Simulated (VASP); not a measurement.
# BN (P6_3/mmc) in VASP: notebook

The runs below take BN through relaxation of cell and atoms, with BLYP+D3(BJ), BLYP+D4, revPBE+D3(BJ), revPBE+D4.

Everything below comes from runs of VASP 6.6.1. Logs are shortened: lines on timing, memory, paths and dates and some standing lists are left out, and cuts for length are marked.

## 1. The cell of the first run

It takes space group P6_3/mmc (No. 194, hexagonal). Conventional cell: a = 2.498 Å, b = 2.498 Å, c = 6.636 Å, α = 90.00°, β = 90.00°, γ = 120.00°. N (site symmetry -6m2) has 3 B at 1.44 Å within 1.9 Å. B (site symmetry -6m2) has 3 N at 1.44 Å within 1.9 Å.

## 2. Relaxation of cell and atoms, BLYP+D3(BJ)

File INCAR:

```
SYSTEM = BN
PREC = Accurate
ENCUT = 600
EDIFF = 1E-7
ISMEAR = -1
SIGMA = 0.05
LREAL = .FALSE.
LASPH = .TRUE.
NELM = 100
ALGO = Normal
ISIF = 3
LWAVE = .FALSE.
LCHARG = .FALSE.
GGA = B5
ALDAX = 1.0
AGGAX = 1.0
AGGAC = 1.0
ALDAC = 0.0
IVDW = 12
VDW_S6 = 1.0
VDW_S8 = 2.6996
VDW_A1 = 0.4298
VDW_A2 = 4.2359
IBRION = 2
NSW = 60
EDIFFG = -0.01
```

File KPOINTS:

```
Automatic mesh
0
G
  12 12 4
  0 0 0
```

File POSCAR:

```
BN
1.0
    2.4982400000      0.0000000000      0.0000000000
   -1.2491200000      2.1635393048      0.0000000000
    0.0000000000      0.0000000000      6.6357000000
N B
2 2
Direct
    0.6666666667      0.3333333333      0.2500000000
    0.3333333333      0.6666666667      0.7500000000
    0.6666666667      0.3333333333      0.7500000000
    0.3333333333      0.6666666667      0.2500000000
```

Potentials or basis: VASP PAW PBE potentials, release 64 (N, B).

Command:

```console
$ cat potpaw_PBE.64/N/POTCAR potpaw_PBE.64/B/POTCAR > POTCAR
$ mpirun -np 1 vasp_std > vasp.out
```

OUTCAR:

```text
SYSTEM = BN
   PREC = Accurate
   ENCUT = 600
   EDIFF = 1E-7
   ISMEAR = -1
   LREAL = .FALSE.
   LASPH = .TRUE.
   NELM = 100
   ISIF = 3
   GGA = B5
   IVDW = 12
   IBRION = 2
   NSW = 60
   EDIFFG = -0.01
 IVDW          = 12

 ion  position               nearest neighbor table
   1  0.667  0.333  0.250-   4 1.44   4 1.44   4 1.44
   2  0.333  0.667  0.750-   3 1.44   3 1.44   3 1.44
   3  0.667  0.333  0.750-   2 1.44   2 1.44   2 1.44
   4  0.333  0.667  0.250-   1 1.44   1 1.44   1 1.44

  LATTYP: Found a hexagonal cell.
 ALAT       =     2.4982400000
 C/A-ratio  =     2.6561499296

  Lattice vectors:

 A1 = (   2.4982400000,   0.0000000000,   0.0000000000)
 A2 = (  -1.2491200000,   2.1635393048,   0.0000000000)
 A3 = (   0.0000000000,   0.0000000000,   6.6357000000)

Analysis of symmetry for initial positions (statically):
=====================================================================
 Subroutine PRICEL returns:
 Original cell was already a primitive cell.

 Routine SETGRP: Setting up the symmetry group for a
 hexagonal supercell.

 Subroutine GETGRP returns: Found 24 space group operations
 (whereof 12 operations were pure point group operations)
 out of a pool of 24 trial point group operations.

The static configuration has the point symmetry D_3d.
 The point group associated with its full space group is D_6h.

Analysis of symmetry for dynamics (positions and initial velocities):
=====================================================================
 Subroutine PRICEL returns:
 Original cell was already a primitive cell.

 Routine SETGRP: Setting up the symmetry group for a
 hexagonal supercell.

 Subroutine GETGRP returns: Found 24 space group operations
 (whereof 12 operations were pure point group operations)
 out of a pool of 24 trial point group operations.

The dynamic configuration has the point symmetry D_3d.
 The point group associated with its full space group is D_6h.

 Subroutine INISYM returns: Found 24 space group operations
 (whereof 12 operations are pure point group operations),
 and found     1 'primitive' translations

----------------------------------------------------------------------------------------

                                     Primitive cell

  volume of cell :      35.8662

  direct lattice vectors                    reciprocal lattice vectors
     2.498240000  0.000000000  0.000000000     0.400281798  0.231102804  0.000000000
    -1.249120000  2.163539305  0.000000000     0.000000000  0.462205608  0.000000000
     0.000000000  0.000000000  6.635700000     0.000000000  0.000000000  0.150700002

  length of vectors
     2.498240000  2.498240000  6.635700000     0.462205608  0.462205608  0.150700002

  position of ions in fractional coordinates (direct lattice)
     0.666666667  0.333333333  0.250000000
     0.333333333  0.666666667  0.750000000
     0.666666667  0.333333333  0.750000000
     0.333333333  0.666666667  0.250000000

  ion indices of the primitive-cell ions
   primitive index   ion index
                 1           1
                 2           2
                 3           3
                 4           4

----------------------------------------------------------------------------------------

 KPOINTS: Automatic mesh

Automatic generation of k-mesh.
 Grid dimensions read from file:
 generate k-points for:   12   12    4

 Generating k-lattice:

  Cartesian coordinates                     Fractional coordinates (reciprocal lattice)
     0.033356817  0.019258567  0.000000000     0.083333333 -0.000000000  0.000000000
     0.000000000  0.038517134  0.000000000     0.000000000  0.083333333  0.000000000
     0.000000000  0.000000000  0.037675000     0.000000000  0.000000000  0.250000000

  Length of vectors
     0.038517134  0.038517134  0.037675000

  Shift w.r.t. Gamma in fractional coordinates (k-lattice)
     0.000000000  0.000000000  0.000000000

 Subroutine IBZKPT returns following result:
 ===========================================

 Found     57 irreducible k-points:

 Following reciprocal coordinates:
            Coordinates               Weight
  0.000000  0.000000  0.000000      1.000000
  0.083333 -0.000000  0.000000      6.000000
  0.166667  0.000000  0.000000      6.000000
  0.250000  0.000000  0.000000      6.000000
  0.333333  0.000000  0.000000      6.000000
  0.416667  0.000000  0.000000      6.000000
[... 16 lines left out ...]
  0.250000  0.000000  0.250000     12.000000
  0.333333  0.000000  0.250000     12.000000
 [... further k-points ...]
   k-points           NKPTS =     57   k-points in BZ     NKDIM =     57   number of bands    NBANDS=     12
   number of dos      NEDOS =    301   number of ions     NIONS =      4
   total plane-waves  NPLWV =  21600
   dimension x,y,z NGX =    20 NGY =   20 NGZ =   54
   dimension x,y,z NGXF=    40 NGYF=   40 NGZF=  108
   ions per type =               2   2
   NGX,Y,Z   is equivalent  to a cutoff of  13.31, 13.31, 13.53 a.u.
   NGXF,Y,Z  is equivalent  to a cutoff of  26.62, 26.62, 27.06 a.u.
 SYSTEM =  BN
   PREC   = accura    normal or accurate (medium, high low for compatibility)
   ISTART =      0    job   : 0-new  1-cont  2-samecut
   ICHARG =      2    charge: 1-file 2-atom 10-const
   ISPIN  =      1    spin polarized calculation?
   LNONCOLLINEAR =      F non collinear calculations
   LSORBIT =      F    spin-orbit coupling
   LASPH  =      T    aspherical Exc in radial PAW
   ENCUT  =  600.0 eV  44.10 Ry    6.64 a.u.   4.99  4.99 13.25*2*pi/ulx,y,z
   NELM   =    100;   NELMIN=  2; NELMDL= -5     # of ELM steps
   EDIFF  = 0.1E-06   stopping-criterion for ELM
   LREAL  =      F    real-space projection
   EDIFFG = -.1E-01   stopping-criterion for IOM
   NSW    =     60    number of steps for IOM
   IBRION =      2    ionic relax: 0-MD 1-quasi-New 2-CG
   NFREE  =      1    steps in history (QN), initial steepest desc. (CG)
   ISIF   =      3    stress and relaxation
   ISYM   =      2    0-nonsym 1-usesym 2-fastsym
   POTIM  = 0.5000    time-step for ionic-motion
   TEBEG  =    0.0;   TEEND  =   0.0 temperature during run
   PSTRESS=    0.0 pullay stress
   NELECT =      16.0000    total number of electrons
   NUPDOWN=      -1.0000    fix difference up-down
   EMIN   =  10.00;   EMAX   =-10.00  energy-range for DOS
   EFERMI =   0.00;   METHOD = LEGACY
   ISMEAR =    -1;   SIGMA  =   0.05  broadening in eV -4-tet -1-fermi 0-gaus
   EFERMI_NEDOS =   21; number of points for ismear=-14 and -15
   IALGO  =     38    algorithm
   IMIX   =      4    mixing-type and parameters
     AMIX     =   0.40;   BMIX     =  1.00
     AMIX_MAG =   1.60;   BMIX_MAG =  1.00
  volume/ion in A,a.u.               =       8.97        60.51
  Fermi-wavevector in a.u.,A,eV,Ry     =   1.250891  2.363842 21.289433  1.564729
  Thomas-Fermi vector in A             =   2.384864
   LORBIT       =      0    0 simple, 1 ext, 2 COOP (PROOUT), +10 PAW based schemes
   GGA     = B5    functional components
   LHFCALC =     F    Hartree Fock is set to
   AEXX    =    0.0000 exact exchange contribution
   IVDW    =    12    specifies the selected vdW correction
   LEPSILON=     F    determine dielectric tensor
   LRPA    =     F    only Hartree local field effects (RPA)
 conjugate gradient relaxation of ions
 non-spin polarized calculation
  energy-cutoff  :      600.00
  volume of cell :       35.87
 maximum number of plane-waves:      1224
 NGX is ok and might be reduce to    20
   NGX =  9   NGY =  9   NGZ = 27

--------------------------------------- Ionic step        1  -------------------------------------------

 number of electron      15.9999998 magnetization

 Free energy of the ion-electron system (eV)
  ---------------------------------------------------
  ext. energy  EPLUGINS =         0.00000000
  ---------------------------------------------------
  free energy    TOTEN  =       -33.63672759 eV

  energy without entropy =      -33.63672759  energy(sigma->0) =      -33.63672759

------------------------ aborting loop because EDIFF is reached ----------------------------------------

 Edisp (eV)   -1.08955

 E8    (eV) :    -0.6535

  FORCE on cell =-STRESS in cart. coord.  units (eV):
  Direction    XX          YY          ZZ          XY          YZ          ZX
  --------------------------------------------------------------------------------------
  -------------------------------------------------------------------------------------
  Total       0.69862     0.69862    -0.39357     0.00000     0.00000     0.00000
  in kB      31.20791    31.20791   -17.58104     0.00000     0.00000     0.00000
  external pressure =       14.94 kB  Pullay stress =        0.00 kB
[... 233 lines left out ...]
  energy  without entropy=      -34.7366035751  energy(sigma->0) =      -34.73660358

--------------------------------------- Ionic step        7  -------------------------------------------

 number of electron      16.0000000 magnetization

 Free energy of the ion-electron system (eV)
  ---------------------------------------------------
  ext. energy  EPLUGINS =         0.00000000
  ---------------------------------------------------
  free energy    TOTEN  =       -33.59452939 eV

  energy without entropy =      -33.59452939  energy(sigma->0) =      -33.59452939

 E-fermi :   4.0573     XC(G=0):  -9.8347

 val. band max:        3.0243175587   @ k =   0.3333   0.2500   0.0000
 cond. band min:       7.2886784594   @ k =   0.5000   0.0000   0.0000
 fundamental gap:      4.2643609006
 Fermi energy:         4.0572884886

 k-point     1 :       0.0000    0.0000    0.0000
  band No.  band energies     occupation
      1     -14.7750      2.00000
      2     -14.3741      2.00000
      3      -3.3610      2.00000
      4      -0.7887      2.00000
      5       1.5489      2.00000
      6       1.5489      2.00000
      7       1.6040      2.00000
      8       1.6040      2.00000
      9       8.6354      0.00000
     10      13.8146      0.00000
     11      14.5668      0.00000
     12      14.5668      0.00000
[... 331 lines left out ...]
 k-point    24 :       0.3333    0.0000    0.2500
  band No.  band energies     occupation
      1     -12.7598      2.00000
      2     -12.5553      2.00000
      3      -3.8909      2.00000
      4      -3.8065      2.00000
      5      -0.6555      2.00000
      6      -0.5925      2.00000
      7      -0.2841      2.00000
      8       1.1898      2.00000
      9       9.8220      0.00000
     10      10.5695      0.00000
     11      12.2604      0.00000
     12      13.3467      0.00000

 [... further k-points ...]

------------------------ aborting loop because EDIFF is reached ----------------------------------------

 Edisp (eV)   -1.14226

 E8    (eV) :    -0.6871

  FORCE on cell =-STRESS in cart. coord.  units (eV):
  Direction    XX          YY          ZZ          XY          YZ          ZX
  --------------------------------------------------------------------------------------
  -------------------------------------------------------------------------------------
  Total      -0.02494    -0.02494    -0.00669    -0.00000     0.00000     0.00000
  in kB      -1.15495    -1.15495    -0.30983    -0.00000     0.00000     0.00000
  external pressure =       -0.87 kB  Pullay stress =        0.00 kB
[... 19 lines left out ...]
  FREE ENERGIE OF THE ION-ELECTRON SYSTEM (eV)
  ---------------------------------------------------
  free  energy   TOTEN  =       -34.7367928061 eV

  energy  without entropy=      -34.7367928060  energy(sigma->0) =      -34.73679281

 reached required accuracy - stopping structural energy minimisation
```

Wall time 77 s (1 thread of Intel Xeon 6975P-C (Granite Rapids), shared host); peak memory 0.18 GiB.

Results:

- Free energy: -34.7368 eV
- Relaxed volume: 8.65 Å³/atom
- Relaxed cell: a = 2.505 Å, b = 2.505 Å, c = 6.367 Å, α = 90.00°, β = 90.00°, γ = 120.00°
- Space group after relaxing (to 0.05 Å): P6_3/mmc (No. 194)
- Energy gained by relaxing: 2.6 meV/atom
- Ionic steps: 7
- Pressure after relaxing: -0.1 GPa
- Band gap on the k mesh: 4.26 eV, indirect (least direct gap 4.63 eV)
- Dispersion energy per atom: -0.286 eV

Step by step:
```csv
step,energy change (eV),largest force (eV/Å),pressure (GPa),volume (Å³)
1,0.0000,0.0000,1.49,35.87
2,0.0036,0.0000,-4.36,36.30
3,-0.0027,0.0000,-0.86,36.04
4,-0.0042,0.0000,-0.78,35.87
5,-0.0080,0.0000,-0.54,35.37
6,-0.0103,0.0000,0.07,34.37
7,-0.0105,0.0000,-0.09,34.60
```

Final structure:
```
N B
1.0
     2.50504    0.00000    0.00000
    -1.25252    2.16943    0.00000
     0.00000    0.00000    6.36719
N B
2 2
Direct
  0.66667 0.33333 0.25000
  0.33333 0.66667 0.75000
  0.66667 0.33333 0.75000
  0.33333 0.66667 0.25000
```

Levels at points of the mesh, in eV from the valence-band top:
```tsv
k point	band 6	band 7	band 8	band 9	band 10	band 11
(0.00, 0.00, 0.00)	-1.48	-1.42	-1.42	5.61	10.79	11.54
(0.50, 0.00, 0.00)	-4.15	-1.61	-0.36	4.26	5.85	9.68
(0.00, 0.00, 0.50)	-1.45	-1.45	-1.45	8.19	8.19	11.63
(0.50, 0.00, 0.50)	-4.19	-0.95	-0.95	4.76	4.76	10.06
```

Caveat: the PAW data sets were made with another functional, which shifts forces and pressure a little. As with any semilocal functional, this BLYP gap is likely too small.

(Continued in part 2 of 2.)
